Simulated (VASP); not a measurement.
Set up this calculation in VASP 6.6.1, as the native input.

```
Task                   : single point
Functional             : PBE
Potentials or basis    : VASP PAW PBE potentials, release 64 (Ge_d)
Cutoff                 : 520 eV
k mesh                 : 16 × 16 × 16
Occupations            : fermi-dirac, width 0.08 eV
Spin                   : no spin polarisation
Dipole correction      : no
Further INCAR settings : ALGO = Normal; EDIFF = 1e-07; NBANDS = 13
```

The structure of Ge lies in POSCAR:

```
Ge
1.0
   -1.6913978235      1.6913978235      1.6913978235
    1.6913978235     -1.6913978235      1.6913978235
    1.6913978235      1.6913978235     -1.6913978235
Ge
1
Direct
    0.0000000000      0.0000000000      0.0000000000
```

The input as run:

INCAR

```
PREC = Accurate
ENCUT = 520
EDIFF = 1E-7
ISMEAR = -1
SIGMA = 0.08
LREAL = False
LASPH = True
NELM = 80
ALGO = Normal
ISIF = 2
LWAVE = False
LCHARG = False
GGA = PE
NBANDS = 13
```

KPOINTS

```
Automatic mesh
0
Gamma
  16 16 16
```

Potentials or basis: VASP PAW PBE potentials, release 64 (Ge_d).

Run with:

```sh
$ cat potpaw_PBE.64/Ge_d/POTCAR > POTCAR
$ mpirun -np 1 vasp_std > vasp.out
```

It gave:

```
Pressure               : 0.0 GPa
Band gap on the k mesh : zero (band 7 reaches 15.41 eV, above the bottom of band 8 at 3.68 eV)
```

Wall time 9.4 s on 1 thread of Intel(R) Xeon(R) 6975P-C (Granite Rapids), on a shared host, peak memory 0.15 GiB.
